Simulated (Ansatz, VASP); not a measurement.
# One calculation of InSe, two programs

```
In Se
1.0
    -4.03177    0.00000    0.00000
    -2.01589   -3.49162    0.00000
     0.00000    0.00000   18.26237
In Se
4 4
Cartesian
  -2.0159 -1.1639 2.7936
  -4.0318 -2.3277 11.1748
  -2.0159 -1.1639 5.5876
  -4.0318 -2.3277 13.9688
  -2.0159 -1.1639 9.8876
  -4.0318 -2.3277 1.5065
  -2.0159 -1.1639 15.2559
  -4.0318 -2.3277 6.8747
```

Alike in both runs: task single point; functional PBE; dispersion D3(BJ); k mesh 9 × 9 × 2; occupations gaussian, width 0.03 eV; no spin polarisation.

```csv
,VASP,Ansatz
version,VASP 6.6.1,Ansatz 0.2.0
potentials or method,"VASP PAW PBE potentials, release 64 (In_d, Se), cutoff 520 eV","scalar-relativistic, plane waves, PAW"
valence electrons in the cell,76,116
```

```tsv
	VASP	Ansatz	Ansatz less VASP
gap on the k mesh at the Fermi level (eV)	0.84	0.85	+0.011
least direct gap on the mesh (eV)	0.84	0.85	+0.011
pressure (GPa)	-0.1	-0.1	-0.04
traceless stress, the component that is largest in VASP (GPa)	-0.12	-0.12	+0.004
rms of the force components (eV/Å)	0.030	0.025	-0.0054
```

Atom by atom the forces differ by 0.008 eV/Å (rms over components). VASP's potentials hold 76 valence electrons a cell and Ansatz's 116, so a difference there can come from the potentials and not from the codes.
